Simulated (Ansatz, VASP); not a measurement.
# WS2: VASP beside Ansatz

```
W S
1.0
     3.18783    0.00000    0.00000
    -1.59391    2.76074    0.00000
     0.00000    0.00000   14.85713
W S
2 4
Direct
  0.33333 0.66667 0.25000
  0.66667 0.33333 0.75000
  0.33333 0.66667 0.64426
  0.66667 0.33333 0.14426
  0.33333 0.66667 0.85574
  0.66667 0.33333 0.35574
```

Alike in both runs: functional PBE; k mesh 10 × 10 × 2; occupations gaussian, width 0.05 eV; collinear spin.

Ansatz relaxed the structure, and its values are those at the end. VASP's run is a single point on that final structure, the one shown.

```csv
,VASP,Ansatz
version,VASP 6.6.1,Ansatz 0.2.0
potentials or method,"VASP PAW PBE potentials, release 64 (W_sv, S), cutoff 520 eV","scalar-relativistic, plane waves, PAW"
valence electrons in the cell,52,52
```

```tsv
	VASP	Ansatz	Ansatz less VASP
gap on the k mesh at the Fermi level (eV)	1.78	1.78	-0.007
least direct gap on the mesh (eV)	2.14	2.14	-0.003
pressure (GPa)	0.0	0.0	+0.04
net moment per atom (μB)	0.00	0.00	0.000
```

Ansatz's warnings: seeded moment not kept.

Neither program's run includes spin-orbit coupling.
